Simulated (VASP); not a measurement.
# Bi6Te in VASP: further runs

The runs below take Bi6Te through single point, with PBE.

Everything below comes from runs of VASP 6.6.1. Logs are shortened: lines on timing, memory, paths and dates and some standing lists are left out, and cuts for length are marked.

**1. The cell of the first run**

The typed cell holds 7 atoms: a = 4.521 Å, b = 4.612 Å, c = 13.848 Å, α = 87.20°, β = 81.27°, γ = 61.37°.

**2. Single point, PBE**

Input file INCAR:

```
PREC = Accurate
ENCUT = 520
EDIFF = 1E-6
ISMEAR = 0
SIGMA = 0.2
LREAL = F
LASPH = T
NELM = 100
ALGO = Fast
ISIF = 2
LWAVE = F
LCHARG = T
GGA = PE
LELF = T
LVHAR = T
NBANDS = 57
```

Input file KPOINTS:

```
Automatic mesh
0
Gamma
  6 6 2
```

Input file POSCAR:

```
Bi6Te
1.0
    4.5210778349     -0.0188030854     -0.0179790586
    2.2267236506      4.0383445426     -0.0111162538
    2.1548211522     -0.3785078489     13.6739603938
Bi Te
6 1
Direct
    0.3110559104      0.8177188720      0.5648692365
    0.8341778058      0.6054256888      0.7233754278
    0.6878859443      0.1830345279      0.4353183932
    0.1666349996      0.3942103047      0.2765252456
    0.5495006955      0.7517807990      0.1461710300
    0.4508878404      0.2478605327      0.8537496304
   -0.0001431961     -0.0000307251     -0.0000089636
```

Potentials or basis: VASP PAW PBE potentials, release 64 (Bi_d, Te).

The run is started by

```console
$ cat potpaw_PBE.64/Bi_d/POTCAR potpaw_PBE.64/Te/POTCAR > POTCAR
$ mpirun -np 1 vasp_std > vasp.out
```

OUTCAR:

```text
PREC = Accurate
   ENCUT = 520
   EDIFF = 1E-6
   ISMEAR = 0
   LREAL = F
   LASPH = T
   NELM = 100
   ISIF = 2
   GGA = PE

 ion  position               nearest neighbor table
   1  0.311  0.818  0.565-   3 3.08   3 3.24   2 3.24   3 3.27   2 3.29   2 3.81
   2  0.834  0.605  0.723-   6 3.11   6 3.24   1 3.24   6 3.25   1 3.29   1 3.81
   3  0.688  0.183  0.435-   1 3.08   1 3.24   4 3.24   1 3.27   4 3.29   4 3.81
   4  0.167  0.394  0.277-   5 3.11   5 3.24   3 3.24   5 3.25   3 3.29   3 3.81
   5  0.550  0.752  0.146-   4 3.11   7 3.19   7 3.21   4 3.24   4 3.25   7 3.60
   6  0.451  0.248  0.854-   2 3.11   7 3.19   7 3.21   2 3.24   2 3.25   7 3.60
   7  1.000  1.000  1.000-   6 3.19   5 3.19   5 3.21   6 3.21   5 3.60   6 3.60

  Warning from LATTYP: Got some problem with cell dimensions!
  Tried to take original basis but could not verify dimensions!
  LATTYP: Found a triclinic cell.
 ALAT       =     4.6609607482
 B/A-ratio  =     1.7369328378
 C/A-ratio  =     2.9710350273
 COS(alpha) =     0.0291510175
 COS(beta)  =     0.0989356478
 COS(gamma) =     0.8745339645

  Lattice vectors:

 A1 = (  -2.2943541843,   4.0571476280,   0.0068628048)
 A2 = (  -0.0676305337,   8.0954921706,  -0.0042534490)
 A3 = (  -2.1548211522,   0.3785078489, -13.6739603938)

Analysis of symmetry for initial positions (statically):
=====================================================================
 Subroutine PRICEL returns:
 Original cell was already a primitive cell.

 Routine SETGRP: Setting up the symmetry group for a
 triclinic supercell.

 Subroutine GETGRP returns: Found  1 space group operations
 (whereof  1 operations were pure point group operations)
 out of a pool of  2 trial point group operations.

The static configuration has the point symmetry C_1 .

Analysis of symmetry for dynamics (positions and initial velocities):
=====================================================================
 Subroutine PRICEL returns:
 Original cell was already a primitive cell.

 Routine SETGRP: Setting up the symmetry group for a
 triclinic supercell.

 Subroutine GETGRP returns: Found  1 space group operations
 (whereof  1 operations were pure point group operations)
 out of a pool of  2 trial point group operations.

The dynamic configuration has the point symmetry C_1 .

 Subroutine INISYM returns: Found  1 space group operations
 (whereof  1 operations are pure point group operations),
 and found     1 'primitive' translations

[... 111 lines left out ...]
   ISYM   =      2    0-nonsym 1-usesym 2-fastsym
   POTIM  = 0.5000    time-step for ionic-motion
   TEBEG  =    0.0;   TEEND  =   0.0 temperature during run
   PSTRESS=    0.0 pullay stress
   NELECT =      96.0000    total number of electrons
   NUPDOWN=      -1.0000    fix difference up-down
   EMIN   =  10.00;   EMAX   =-10.00  energy-range for DOS
   EFERMI =   0.00;   METHOD = LEGACY
   ISMEAR =     0;   SIGMA  =   0.20  broadening in eV -4-tet -1-fermi 0-gaus
   EFERMI_NEDOS =   21; number of points for ismear=-14 and -15
   IALGO  =     68    algorithm
   IMIX   =      4    mixing-type and parameters
     AMIX     =   0.40;   BMIX     =  1.00
     AMIX_MAG =   1.60;   BMIX_MAG =  1.00
  volume/ion in A,a.u.               =      35.77       241.38
  Fermi-wavevector in a.u.,A,eV,Ry     =   1.189320  2.247488 19.245184  1.414481
  Thomas-Fermi vector in A             =   2.325430
   LORBIT       =      0    0 simple, 1 ext, 2 COOP (PROOUT), +10 PAW based schemes
   GGA     = PE    functional components
   LHFCALC =     F    Hartree Fock is set to
   AEXX    =    0.0000 exact exchange contribution
   IVDW    =     0    specifies the selected vdW correction
   LEPSILON=     F    determine dielectric tensor
   LRPA    =     F    only Hartree local field effects (RPA)
 non-spin polarized calculation
 RMM-DIIS sequential band-by-band and
 Gauss-broadening in eV      SIGMA  =   0.20
  energy-cutoff  :      520.00
  volume of cell :      250.38
 maximum number of plane-waves:      6780
 NGX is ok and might be reduce to    36
   NGX = 17   NGY = 17   NGZ = 51

 number of electron      96.0000003 magnetization

 Free energy of the ion-electron system (eV)
  ---------------------------------------------------
  ext. energy  EPLUGINS =         0.00000000
  ---------------------------------------------------
  free energy    TOTEN  =       -26.48198668 eV

  energy without entropy =      -26.40757857  energy(sigma->0) =      -26.44478262

 E-fermi :   5.9372     XC(G=0):  -9.3839

 val. band max:        5.9108484226   @ k =   0.3333   0.1667   0.5000
 cond. band min:       5.9465984738   @ k =  -0.3333   0.1667   0.5000
 fundamental gap:      0.0357500512
 Fermi energy:         5.9372331221

 k-point     1 :       0.0000    0.0000    0.0000
  band No.  band energies     occupation
      1     -16.9354      2.00000
      2     -16.9190      2.00000
      3     -16.9160      2.00000
      4     -16.9036      2.00000
      5     -16.8823      2.00000
      6     -16.8723      2.00000
[... 1429 lines left out ...]
     56       9.6867      0.00000
     57       9.9460      0.00000

 [... further k-points ...]

------------------------ aborting loop because EDIFF is reached ----------------------------------------

  FORCE on cell =-STRESS in cart. coord.  units (eV):
  Direction    XX          YY          ZZ          XY          YZ          ZX
  --------------------------------------------------------------------------------------
  -------------------------------------------------------------------------------------
  Total        0.0529379     -0.0718243     -0.0537640      0.0184840      0.0076553     -0.0265396
  in kB        0.3387485     -0.4596021     -0.3440344      0.1182786      0.0489862     -0.1698262
  external PRESSURE =      -0.1549627 kB  Pullay stress =       0.0000000 kB

 VOLUME and BASIS-vectors are now :
 -----------------------------------------------------------------------------
  energy-cutoff  :      520.00
  volume of cell :      250.38
      direct lattice vectors                 reciprocal lattice vectors
     4.521077835 -0.018803085 -0.017979059     0.220528436 -0.121703248 -0.038120995
     2.226723651  4.038344543 -0.011116254     0.001054068  0.247063381  0.006672836
     2.154821152 -0.378507849 13.673960394     0.000290816  0.000040830  0.073087004

 POSITION                                       TOTAL-FORCE (eV/Angst)
 -----------------------------------------------------------------------------------
      4.44433      3.08257      7.70932         0.001131      0.013633      0.007490
      6.67824      2.15543      9.86968        -0.006989     -0.012140     -0.014633
      4.45559      0.56145      5.93812         0.007659     -0.014058     -0.013184
      2.22703      1.48416      3.77382        -0.005814      0.013340      0.020047
      4.47332      2.97029      1.98050        -0.012026     -0.014765      0.013291
      4.43009      0.66932     11.66328         0.010904      0.014416     -0.011353
      8.90189      3.64092     13.64475         0.005135     -0.000426     -0.001658
 -----------------------------------------------------------------------------------
    total drift:                                0.000068     -0.000123     -0.000159

  FREE ENERGIE OF THE ION-ELECTRON SYSTEM (eV)
  ---------------------------------------------------
  free  energy   TOTEN  =       -26.4819866798 eV

  energy  without entropy=      -26.4075785676  energy(sigma->0) =      -26.44478262
```

OSZICAR:

```text
N       E                     dE             d eps       ncg     rms          rms(c)
DAV:   1     0.117396623125E+04    0.11740E+04   -0.47793E+04  4560   0.193E+03
DAV:   2     0.129684966078E+03   -0.10443E+04   -0.10230E+04  4560   0.554E+02
DAV:   3    -0.170831826574E+02   -0.14677E+03   -0.14107E+03  5225   0.217E+02
DAV:   4    -0.260768136913E+02   -0.89936E+01   -0.87494E+01  5183   0.537E+01
DAV:   5    -0.265253747780E+02   -0.44856E+00   -0.44738E+00  6243   0.114E+01    0.496E+00
RMM:   6    -0.264709937234E+02    0.54381E-01   -0.20123E-01  5147   0.244E+00    0.293E+00
RMM:   7    -0.264818224761E+02   -0.10829E-01   -0.12405E-01  5388   0.179E+00    0.503E-01
RMM:   8    -0.264815123215E+02    0.31015E-03   -0.30022E-02  6571   0.104E+00    0.140E-01
RMM:   9    -0.264817986163E+02   -0.28629E-03   -0.75835E-03  6741   0.447E-01    0.844E-02
RMM:  10    -0.264819737129E+02   -0.17510E-03   -0.16400E-03  7253   0.201E-01    0.361E-02
RMM:  11    -0.264819841229E+02   -0.10410E-04   -0.27210E-04  6568   0.901E-02    0.126E-02
RMM:  12    -0.264819877612E+02   -0.36383E-05   -0.78307E-05  7552   0.410E-02    0.348E-03
RMM:  13    -0.264819870521E+02    0.70908E-06   -0.12046E-05  5716   0.158E-02    0.199E-03
RMM:  14    -0.264819866798E+02    0.37228E-06   -0.19578E-06  3265   0.928E-03
   1 F= -.26481987E+02 E0= -.26444783E+02  d E =-.744081E-01
```

It took 6.7 min on 1 thread of AMD EPYC 9R45 (Zen 5), shared host; peak memory 0.61 GiB.

What came out:

- Free energy: -26.4820 eV
- Pressure: 0.0 GPa
- Largest force: 0.025 eV/Å
- Band gap on the k mesh: zero (band 48 reaches 6.29 eV, above the bottom of band 49 at 5.56 eV)

Forces on the atoms (eV/Å):
```
Bi   0.001  0.014  0.007
Bi  -0.007 -0.012 -0.015
Bi   0.008 -0.014 -0.013
Bi  -0.006  0.013  0.020
Bi  -0.012 -0.015  0.013
Bi   0.011  0.014 -0.011
Te   0.005  0.000 -0.002
```

Levels at points of the mesh, in eV from the Fermi level:
```tsv
k point	band 46	band 47	band 48	band 49	band 50	band 51
(0.00, 0.00, 0.00)	-0.69	-0.54	-0.16	-0.14	0.96	1.09
(0.50, 0.00, 0.00)	-1.44	-1.39	-0.45	0.48	0.80	1.26
(0.00, 0.50, 0.00)	-0.97	-0.89	-0.89	-0.30	1.06	1.94
(0.50, 0.50, 0.00)	-1.34	-0.94	-0.59	0.21	1.00	1.66
(0.00, 0.00, 0.50)	-0.79	-0.73	0.03	0.36	0.57	0.63
(0.50, 0.00, 0.50)	-1.28	-0.83	-0.59	0.33	1.04	1.80
(0.00, 0.50, 0.50)	-1.59	-1.37	0.08	0.28	0.77	0.92
(0.50, 0.50, 0.50)	-1.55	-1.42	-0.62	0.40	0.81	1.17
```

Caveat: spin-orbit coupling is left out, which moves the levels of the heavy elements.

**3. Single point, PBE**

Input file INCAR:

```
ALGO = Fast ; EDIFF = 1E-6
ENCUT = 520 ; GGA = PE
ISIF = 2 ; ISMEAR = 0
LASPH = True ; LCHARG = False
LREAL = False ; LWAVE = False
NBANDS = 57 ; NELM = 60
PREC = Accurate ; SIGMA = 0.2
```

Input file KPOINTS:

```
k-points
0
Gamma
  6 6 2
```

Input file POSCAR:

```
Bi6Te
1.0
    4.5720645146      0.0018541545      0.0013872215
    2.2694920759      4.0564584718      0.0081909813
    2.2384419194     -0.3336847811     13.5057702535
Bi Te
6 1
Direct
    0.3094724305      0.8173128864      0.5651843412
    0.8358914147      0.6051183125      0.7226155994
    0.6905275695      0.1826871136      0.4348156588
    0.1641085853      0.3948816875      0.2773844006
    0.5499486015      0.7516946199      0.1465060544
    0.4500513985      0.2483053801      0.8534939456
    0.0000000000      0.0000000000      0.0000000000
```

Potentials or basis: VASP PAW PBE potentials, release 64 (Bi_d, Te).

The run is started by

```console
$ cat potpaw_PBE.64/Bi_d/POTCAR potpaw_PBE.64/Te/POTCAR > POTCAR
$ mpirun -np 1 vasp_std > vasp.out
```

Wall time 6.4 min (1 thread of AMD EPYC 9R45 (Zen 5), shared host); peak memory 0.61 GiB.

The run converged. Its results:

```yaml
Free_energy: -26.4787 eV
Pressure: 0.0 GPa
Largest_force: 0.023 eV/Å
Band_gap_on_the_k_mesh: zero (band 48 reaches 6.27 eV, above the bottom of band 49 at 5.56 eV)
```

Forces on the atoms (eV/Å):
```
Bi   0.010  0.012 -0.018
Bi  -0.007 -0.008  0.016
Bi  -0.010 -0.012  0.018
Bi   0.007  0.008 -0.016
Bi  -0.007  0.000  0.001
Bi   0.007  0.000 -0.001
Te   0.000  0.000  0.000
```

Stress tensor (GPa, compression positive):
```
-0.10 -0.02 -0.08
-0.02 -0.11 -0.09
-0.08 -0.09  0.15
```

Levels at points of the mesh, in eV from the Fermi level:
```tsv
k point	band 46	band 47	band 48	band 49	band 50	band 51
(0.00, 0.00, 0.00)	-0.73	-0.69	-0.25	-0.25	0.88	1.01
(0.50, 0.00, 0.00)	-1.40	-1.36	-0.52	0.47	0.86	1.21
(0.00, 0.50, 0.00)	-1.01	-0.99	-0.99	-0.24	1.09	1.89
(0.50, 0.50, 0.00)	-1.32	-0.92	-0.55	0.36	1.10	1.70
(0.00, 0.00, 0.50)	-0.92	-0.77	-0.07	0.26	0.49	0.52
(0.50, 0.00, 0.50)	-1.30	-0.90	-0.55	0.39	1.11	1.74
(0.00, 0.50, 0.50)	-1.58	-1.37	0.10	0.16	0.69	0.83
(0.50, 0.50, 0.50)	-1.43	-1.37	-0.57	0.45	0.87	1.18
```

Caveat: spin-orbit coupling is left out, which moves the levels of the heavy elements.
